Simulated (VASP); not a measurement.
C, 4 atoms in the cell. Symmetry: R-3m, No. 166, trigonal system. The conventional cell has a = 2.465 Å, b = 2.465 Å, c = 20.492 Å, α = 90.00°, β = 90.00°, γ = 120.00°. Within 1.9 Å of C (site symmetry 3m) lie 3 C at 1.42 Å. Within 1.9 Å of C (site symmetry 3m) lie 3 C at 1.42 Å.  This cell differs from its parent crystal: strain +0.000 along x and y, -0.015 along z.

| Quantity | Value |
| --- | --- |
| Program | VASP 6.6.1 |
| Task | single point |
| Functional | PBE |
| Dispersion | D3(BJ) |
| Potentials or basis | VASP PAW PBE potentials, release 64 (C) |
| Cutoff | 520 eV |
| k mesh | 18 × 18 × 18 |
| Occupations | gaussian, width 0.03 eV |
| Spin | no spin polarisation |
| Dipole correction | no |
| Further INCAR settings | ALGO = Normal; EDIFF = 1e-06; NBANDS = 16 |

Potentials or basis: VASP PAW PBE potentials, release 64 (C).

The run is started by

```sh
$ cat potpaw_PBE.64/C/POTCAR > POTCAR
$ mpirun -np 1 vasp_std > vasp.out
```

Hardware: 1 thread of AMD EPYC 9R45 96-Core Processor (Zen 5), with other jobs on the host.

Q: How long does it take, and how much memory?

A: Run time: 18 min on 1 thread of AMD EPYC 9R45 96-Core Processor (Zen 5) (shared host), peak memory 0.51 GiB. Counts: scf iterations 13, k points 580.
